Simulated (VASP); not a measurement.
# NiGe (P4/mmm) in VASP: single point with r2SCAN

Aim: the single point of NiGe with r2SCAN.

Everything below comes from runs of VASP 6.6.1. Logs are shortened: lines on timing, memory, paths and dates and some standing lists are left out, and cuts for length are marked.

## (1) The cell of the first run

It takes space group P4/mmm (No. 123, tetragonal). Conventional cell: a = 2.672 Å, b = 2.672 Å, c = 3.634 Å, α = 90.00°, β = 90.00°, γ = 90.00°. Ni (site symmetry 4/mmm) has 8 Ge at 2.62 Å and 10 Ni at 2.67 to 3.78 Å within 3.8 Å. Ge (site symmetry 4/mmm) has 8 Ni at 2.62 Å and 10 Ge at 2.67 to 3.78 Å within 3.8 Å.

## (2) Single point, r2SCAN, collinear spin, ferromagnetic start

POSCAR

```
NiGe
1.0
    2.6719410039      0.0000000000      0.0000000000
    0.0000000000      2.6719410039      0.0000000000
    0.0000000000      0.0000000000      3.6338397653
Ni Ge
1 1
Direct
    0.0000000000      0.0000000000      0.0000000000
    0.5000000000      0.5000000000      0.5000000000
```

INCAR.step1

```
SYSTEM = NiGe
  PREC = Accurate
  ENCUT = 520
  ISMEAR = 0
  SIGMA = 0.1
  LREAL = .False.
  LASPH = .True.
  NELM = 150
  ISPIN = 2
  MAGMOM = 1 0
  LMAXMIX = 4
  NBANDS = 23
  GGA = PE
  ALGO = Normal
  EDIFF = 1E-4
  LWAVE = .True.
  LCHARG = .False.
```

INCAR.step2

```
SYSTEM = NiGe
  PREC = Accurate
  ENCUT = 520
  EDIFF = 1E-6
  ISMEAR = 0
  SIGMA = 0.1
  LREAL = .False.
  LASPH = .True.
  NELM = 150
  ALGO = Normal
  ISIF = 2
  LWAVE = .False.
  LCHARG = .True.
  ISPIN = 2
  MAGMOM = 1 0
  LORBIT = 11
  LMAXMIX = 4
  METAGGA = R2SCAN
  LMIXTAU = .True.
  LELF = .True.
  LVHAR = .True.
  NBANDS = 23
  ISTART = 1
```

KPOINTS

```
regular mesh
0
Gamma
  6 6 6
  0 0 0
```

Potentials or basis: VASP PAW PBE potentials, release 64 (Ni, Ge_d).

On the command line:

```bash
$ cat potpaw_PBE.64/Ni/POTCAR potpaw_PBE.64/Ge_d/POTCAR > POTCAR
$ cp INCAR.step1 INCAR
$ mpirun -np 1 vasp_std > vasp.out
$ cp INCAR.step2 INCAR
$ mpirun -np 1 vasp_std > vasp.out
```

OUTCAR:

```text
SYSTEM = NiGe
   PREC = Accurate
   ENCUT = 520
   EDIFF = 1E-6
   ISMEAR = 0
   LREAL = .False.
   LASPH = .True.
   NELM = 150
   ISIF = 2
   ISPIN = 2
   LORBIT = 11
   METAGGA = R2SCAN
   ISTART = 1

 ion  position               nearest neighbor table
   1  0.000  0.000  0.000-   2 2.62   2 2.62   2 2.62   2 2.62   2 2.62   2 2.62   2 2.62   2 2.62

   2  0.500  0.500  0.500-   1 2.62   1 2.62   1 2.62   1 2.62   1 2.62   1 2.62   1 2.62   1 2.62

  LATTYP: Found a simple tetragonal cell.
 ALAT       =     2.6719410039
 C/A-ratio  =     1.3600000000

  Lattice vectors:

 A1 = (   2.6719410039,   0.0000000000,   0.0000000000)
 A2 = (   0.0000000000,   2.6719410039,   0.0000000000)
 A3 = (   0.0000000000,   0.0000000000,   3.6338397653)

Analysis of symmetry for initial positions (statically):
=====================================================================
 Subroutine PRICEL returns:
 Original cell was already a primitive cell.

 Routine SETGRP: Setting up the symmetry group for a
 simple tetragonal supercell.

 Subroutine GETGRP returns: Found 16 space group operations
 (whereof 16 operations were pure point group operations)
 out of a pool of 16 trial point group operations.

The static configuration has the point symmetry D_4h.

Analysis of symmetry for dynamics (positions and initial velocities):
=====================================================================
 Subroutine PRICEL returns:
 Original cell was already a primitive cell.

 Routine SETGRP: Setting up the symmetry group for a
 simple tetragonal supercell.

 Subroutine GETGRP returns: Found 16 space group operations
 (whereof 16 operations were pure point group operations)
 out of a pool of 16 trial point group operations.

The dynamic configuration has the point symmetry D_4h.

Analysis of structural, dynamic, and magnetic symmetry:
=====================================================================
 Subroutine PRICEL returns:
 Original cell was already a primitive cell.

 Routine SETGRP: Setting up the symmetry group for a
 simple tetragonal supercell.

 Subroutine GETGRP returns: Found 16 space group operations
 (whereof 16 operations were pure point group operations)
 out of a pool of 16 trial point group operations.

The overall configuration has the point symmetry D_4h.

 Subroutine INISYM returns: Found 16 space group operations
 (whereof 16 operations are pure point group operations),
 and found     1 'primitive' translations

----------------------------------------------------------------------------------------

                                     Primitive cell

  volume of cell :      25.9430

  direct lattice vectors                    reciprocal lattice vectors
     2.671941004  0.000000000  0.000000000     0.374259760  0.000000000  0.000000000
     0.000000000  2.671941004  0.000000000     0.000000000  0.374259760  0.000000000
     0.000000000  0.000000000  3.633839765     0.000000000  0.000000000  0.275191000

  length of vectors
     2.671941004  2.671941004  3.633839765     0.374259760  0.374259760  0.275191000

  position of ions in fractional coordinates (direct lattice)
     0.000000000  0.000000000  0.000000000
     0.500000000  0.500000000  0.500000000

  ion indices of the primitive-cell ions
   primitive index   ion index
                 1           1
                 2           2

----------------------------------------------------------------------------------------

 KPOINTS: regular mesh

Automatic generation of k-mesh.
 Grid dimensions read from file:
 generate k-points for:    6    6    6

 Generating k-lattice:

  Cartesian coordinates                     Fractional coordinates (reciprocal lattice)
     0.062376627  0.000000000  0.000000000     0.166666667  0.000000000  0.000000000
     0.000000000  0.062376627  0.000000000     0.000000000  0.166666667  0.000000000
     0.000000000  0.000000000  0.045865167     0.000000000  0.000000000  0.166666667

  Length of vectors
     0.062376627  0.062376627  0.045865167

  Shift w.r.t. Gamma in fractional coordinates (k-lattice)
     0.000000000  0.000000000  0.000000000

 Subroutine IBZKPT returns following result:
 ===========================================

 Found     40 irreducible k-points:

 Following reciprocal coordinates:
            Coordinates               Weight
  0.000000  0.000000  0.000000      1.000000
  0.166667  0.000000  0.000000      4.000000
  0.333333  0.000000  0.000000      4.000000
  0.500000  0.000000  0.000000      2.000000
  0.166667  0.166667  0.000000      4.000000
  0.333333  0.166667  0.000000      8.000000
[... 16 lines left out ...]
  0.333333  0.000000  0.333333      8.000000
  0.500000  0.000000  0.333333      4.000000
 [... further k-points ...]
   k-points           NKPTS =     40   k-points in BZ     NKDIM =     40   number of bands    NBANDS=     23
   number of dos      NEDOS =    301   number of ions     NIONS =      2
   total plane-waves  NPLWV =  11200
   dimension x,y,z NGX =    20 NGY =   20 NGZ =   28
   dimension x,y,z NGXF=    40 NGYF=   40 NGZF=   56
   ions per type =               1   1
   NGX,Y,Z   is equivalent  to a cutoff of  12.44, 12.44, 12.81 a.u.
   NGXF,Y,Z  is equivalent  to a cutoff of  24.89, 24.89, 25.62 a.u.
 SYSTEM =  NiGe
   PREC   = accura    normal or accurate (medium, high low for compatibility)
   ISTART =      1    job   : 0-new  1-cont  2-samecut
   ICHARG =      0    charge: 1-file 2-atom 10-const
   ISPIN  =      2    spin polarized calculation?
   LNONCOLLINEAR =      F non collinear calculations
   LSORBIT =      F    spin-orbit coupling
   LASPH  =      T    aspherical Exc in radial PAW
   ENCUT  =  520.0 eV  38.22 Ry    6.18 a.u.   4.97  4.97  6.76*2*pi/ulx,y,z
   NELM   =    150;   NELMIN=  2; NELMDL=  0     # of ELM steps
   EDIFF  = 0.1E-05   stopping-criterion for ELM
   LREAL  =      F    real-space projection
   EDIFFG = 0.1E-04   stopping-criterion for IOM
   NSW    =      0    number of steps for IOM
   IBRION =     -1    ionic relax: 0-MD 1-quasi-New 2-CG
   NFREE  =      0    steps in history (QN), initial steepest desc. (CG)
   ISIF   =      2    stress and relaxation
   ISYM   =      2    0-nonsym 1-usesym 2-fastsym
   POTIM  = 0.5000    time-step for ionic-motion
   TEBEG  =    0.0;   TEEND  =   0.0 temperature during run
   PSTRESS=    0.0 pullay stress
   NELECT =      24.0000    total number of electrons
   NUPDOWN=      -1.0000    fix difference up-down
   EMIN   =  10.00;   EMAX   =-10.00  energy-range for DOS
   EFERMI =   0.00;   METHOD = LEGACY
   ISMEAR =     0;   SIGMA  =   0.10  broadening in eV -4-tet -1-fermi 0-gaus
   EFERMI_NEDOS =   21; number of points for ismear=-14 and -15
   IALGO  =     38    algorithm
   IMIX   =      4    mixing-type and parameters
     AMIX     =   0.40;   BMIX     =  1.00
     AMIX_MAG =   1.60;   BMIX_MAG =  1.00
  volume/ion in A,a.u.               =      12.97        87.54
  Fermi-wavevector in a.u.,A,eV,Ry     =   1.595164  3.014423 34.620691  2.544549
  Thomas-Fermi vector in A             =   2.693126
   LORBIT       =     11    0 simple, 1 ext, 2 COOP (PROOUT), +10 PAW based schemes
   METAGGA = R2SCAN    functional components
   LHFCALC =     F    Hartree Fock is set to
   AEXX    =    0.0000 exact exchange contribution
   IVDW    =     0    specifies the selected vdW correction
   LEPSILON=     F    determine dielectric tensor
   LRPA    =     F    only Hartree local field effects (RPA)
 spin polarized calculation
 Gauss-broadening in eV      SIGMA  =   0.10
  energy-cutoff  :      520.00
  volume of cell :       25.94
 maximum number of plane-waves:       724
 NGX is ok and might be reduce to    20
   NGX =  9   NGY =  9   NGZ = 13

 number of electron      23.9999986 magnetization      -0.0000080

 number of electron      23.9999986 magnetization       0.0000054

 Free energy of the ion-electron system (eV)
  ---------------------------------------------------
  ext. energy  EPLUGINS =         0.00000000
  ---------------------------------------------------
  free energy    TOTEN  =       -25.65694293 eV

  energy without entropy =      -25.65369340  energy(sigma->0) =      -25.65531816

 E-fermi :   9.5420     XC(G=0): -14.0321

 val. band max:        9.5082885905   @ k =   0.5000   0.5000   0.0000
 cond. band min:       9.5656547169   @ k =   0.3333   0.3333   0.1667
 fundamental gap:      0.0573661264
 Fermi energy:         9.5420311106

 spin component 1

 k-point     1 :       0.0000    0.0000    0.0000
  band No.  band energies     occupation
      1     -16.4977      1.00000
      2     -16.3309      1.00000
      3     -16.2155      1.00000
      4     -16.2155      1.00000
      5     -16.2095      1.00000
      6      -4.8868      1.00000
[... 15 lines left out ...]
     22      31.7568      0.00000
     23      31.7568      0.00000
[... 575 lines left out ...]
      1     -16.3914      1.00000
      2     -16.3253      1.00000
      3     -16.2893      1.00000
      4     -16.2082      1.00000
      5     -16.1671      1.00000
      6       0.2429      1.00000
[... 15 lines left out ...]
     22      30.8186      0.00000
     23      31.5949      0.00000

 [... further k-points ...]

 spin component 2

 k-point     1 :       0.0000    0.0000    0.0000
  band No.  band energies     occupation
      1     -16.4977      1.00000
      2     -16.3309      1.00000
      3     -16.2155      1.00000
      4     -16.2155      1.00000
      5     -16.2095      1.00000
      6      -4.8868      1.00000
[... 15 lines left out ...]
     22      31.7568      0.00000
     23      31.7568      0.00000
[... 575 lines left out ...]
      1     -16.3914      1.00000
      2     -16.3253      1.00000
      3     -16.2893      1.00000
      4     -16.2082      1.00000
      5     -16.1671      1.00000
      6       0.2429      1.00000
[... 15 lines left out ...]
     22      30.8186      0.00000
     23      31.5949      0.00000

 [... further k-points ...]
[... 5 lines left out ...]
  --------------------------------------------------------------------------------------
  -------------------------------------------------------------------------------------
  Total        0.0033412      0.0033412     -2.0351697      0.0000000      0.0000000     -0.0000000
  in kB        0.2063458      0.2063458   -125.6873891      0.0000000      0.0000000     -0.0000000
  external PRESSURE =     -41.7582325 kB  Pullay stress =       0.0000000 kB

 VOLUME and BASIS-vectors are now :
 -----------------------------------------------------------------------------
  energy-cutoff  :      520.00
  volume of cell :       25.94
      direct lattice vectors                 reciprocal lattice vectors
     2.671941004  0.000000000  0.000000000     0.374259760  0.000000000  0.000000000
     0.000000000  2.671941004  0.000000000     0.000000000  0.374259760  0.000000000
     0.000000000  0.000000000  3.633839765     0.000000000  0.000000000  0.275191000

 POSITION                                       TOTAL-FORCE (eV/Angst)
 -----------------------------------------------------------------------------------
      0.00000      0.00000      0.00000         0.000000      0.000000      0.000000
      1.33597      1.33597      1.81692         0.000000      0.000000      0.000000
 -----------------------------------------------------------------------------------
    total drift:                               -0.000000      0.000000      0.000000

  FREE ENERGIE OF THE ION-ELECTRON SYSTEM (eV)
  ---------------------------------------------------
  free  energy   TOTEN  =       -25.6569429291 eV

  energy  without entropy=      -25.6536933998  energy(sigma->0) =      -25.65531816

 total charge

# of ion       s       p       d       tot
------------------------------------------
    1        0.406   0.424   8.498   9.328
    2        1.094   1.183  10.097  12.375
--------------------------------------------------
tot          1.500   1.608  18.595  21.702

 magnetization (x)

# of ion       s       p       d       tot
------------------------------------------
    1       -0.000  -0.000   0.000   0.000
    2        0.000   0.000  -0.000   0.000
--------------------------------------------------
tot         -0.000   0.000   0.000   0.000
```

Wall time 62 s (1 thread of Intel Xeon 6975P-C (Granite Rapids), shared host); peak memory 0.17 GiB.

What came out:

```yaml
Free_energy: -25.6569 eV
Pressure: -4.2 GPa
Band_gap_on_the_k_mesh: zero (filled and empty bands overlap)
Net_moment: 0.00 μB per cell
Valence_electrons_inside_the_program's_atomic_spheres: Ni 9.33; Ge 12.38
```

Caveat: the k points lie up to 0.39 Å⁻¹ apart, too coarse for converged energies and pressures of a metal; the moments typed at the start vanished in this run; the PAW data sets were made with another functional, which shifts forces and pressure a little.

The gap in the log of VASP goes by the Fermi energy; the results here count the filled bands.